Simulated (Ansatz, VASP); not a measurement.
# Eu in VASP and in Ansatz

The input INCAR:

```
PREC     = Accurate       # precision mode
ENCUT    = 520            # plane-wave cutoff, eV
EDIFF    = 1E-6           # SCF threshold, eV
ISMEAR   = -1             # smearing method
SIGMA    = 0.05           # smearing width, eV
LREAL    = False          # projectors in reciprocal space
LASPH    = True           # aspherical terms in the spheres
NELM     = 150            # most SCF steps
ALGO     = Normal         # electronic algorithm
ISIF     = 2              # what is computed and relaxed
LWAVE    = False          # write WAVECAR
LCHARG   = False          # write CHGCAR
ISPIN    = 2              # spin polarisation
MAGMOM   = 7              # initial moments
LORBIT   = 11             # projections on sites
LMAXMIX  = 6              # l up to which the mixer works
GGA      = PE             # functional
NBANDS   = 18             # bands
```

Contents of KPOINTS:

```
regular mesh
0
Gamma
  10 10 10
```

The input POSCAR:

```
Eu
1.0
   -2.2398720668      2.2398720668      2.2398720668
    2.2398720668     -2.2398720668      2.2398720668
    2.2398720668      2.2398720668     -2.2398720668
Eu
1
Direct
    0.0000000000      0.0000000000      0.0000000000
```

Input for Ansatz:

```yaml
crystal:
  lattice:
    - [-2.2398720668, 2.2398720668, 2.2398720668]
    - [2.2398720668, -2.2398720668, 2.2398720668]
    - [2.2398720668, 2.2398720668, -2.2398720668]
  atoms:
    - { symbol: Eu, position: [0.0, 0.0, 0.0], spin: 7.0 }
magnetization:
  spin_polarized: true
kpoints:
  mp_grid: { grid: [10, 10, 10] }
scf:
  occupations: { method: fermi_dirac, width: 0.05 }
hamiltonian:
  xc: pbe
  pseudopotentials: { kind: all_electron, lapw: { basis_error: 0.0005 } }
output:
  forces: true
  stress: true
  eigenvalues: false
  populations: true
```

Change from the starting cell: volume scaled by 0.92, LAPW.

Alike in both runs: task single point; functional PBE; k mesh 10 × 10 × 10; occupations fermi-dirac, width 0.05 eV; collinear spin.

|  | VASP | Ansatz |
| --- | --- | --- |
| version | VASP 6.6.1 | Ansatz 0.2.0 |
| potentials or method | VASP PAW PBE potentials, release 64 (Eu), cutoff 520 eV | all-electron LAPW, scalar-relativistic |

```csv
,VASP,Ansatz,Ansatz less VASP
pressure (GPa),-1.0,-0.7,+0.21
net moment per atom (μB),7.35,7.35,0.000
size of the moment on the site where the two differ most (μB),6.69,7.17,+0.476
```

Site moments also hang on the region over which each program counts them. Ansatz ran all-electron here, and VASP with PAW potentials.

Spin-orbit coupling is off throughout.
